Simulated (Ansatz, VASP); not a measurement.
# ZnS in VASP and in Ansatz

```
Zn S
1.0
     0.00000    2.70200    2.70200
     2.70200    0.00000    2.70200
     2.70200    2.70200    0.00000
Zn S
1 1
Direct
  0.75000 0.75000 0.75000
  0.00000 0.00000 0.00000
```

Alike in both runs: task relaxation of cell and atoms; functional LDA; k mesh 16 × 16 × 16; occupations fermi-dirac, width 0.05 eV; no spin polarisation.

```csv
,VASP,Ansatz
version,VASP 6.6.1,Ansatz 0.2.0
potentials or method,"VASP PAW LDA potentials, release 64 (Zn, S)","PAW with Ansatz's default frozen-core files, scalar-relativistic"
plane-wave cutoff (eV),600,420
valence electrons in the cell,18,18
```

```tsv
	VASP	Ansatz	Ansatz less VASP
relaxed volume (Å³/atom)	18.63	18.58	-0.050
relaxed length of the cell vector where the two differ most in proportion (Å)	3.749	3.746	-0.0034
```

LDA's correlation is that of Perdew and Zunger in VASP and of Perdew and Wang (1992) in Ansatz.
